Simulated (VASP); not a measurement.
Input of a VASP 6.6.1 run:

INCAR

```
SYSTEM = HfGe
ALGO = Normal
EDIFF = 1E-6
ENCUT = 520
GGA = PS
ISIF = 2
ISMEAR = -1
LASPH = .TRUE.
LCHARG = .TRUE.
LELF = .TRUE.
LREAL = .FALSE.
LVHAR = .TRUE.
LWAVE = .FALSE.
NBANDS = 19
NELM = 80
PREC = Accurate
SIGMA = 0.05
```

File KPOINTS:

```
k-points
0
G
  13 13 13
  0 0 0
```

File POSCAR:

```
HfGe
1.0
    3.1333356629      0.0000000000      0.0000000000
    0.0000000000      3.1333356629      0.0000000000
    0.0000000000      0.0000000000      3.1333356629
Hf Ge
1 1
Direct
    0.0000000000      0.0000000000      0.0000000000
    0.5000000000      0.5000000000      0.5000000000
```

Potentials or basis: VASP PAW PBE potentials, release 64 (Hf_pv, Ge_d).

Run with:

```console
$ cat potpaw_PBE.64/Hf_pv/POTCAR potpaw_PBE.64/Ge_d/POTCAR > POTCAR
$ mpirun -np 1 vasp_std > vasp.out
```

(1) What does it give for the pressure?

(2) Estimate the band gap on the k mesh.

## Answers

(1) 28.5 GPa.

(2) zero (band 12 reaches 10.71 eV, above the bottom of band 13 at 7.61 eV).

Caveat: the PAW data sets were made with another functional, which shifts forces and pressure a little; spin-orbit coupling is left out, which moves the levels of the heavy elements.
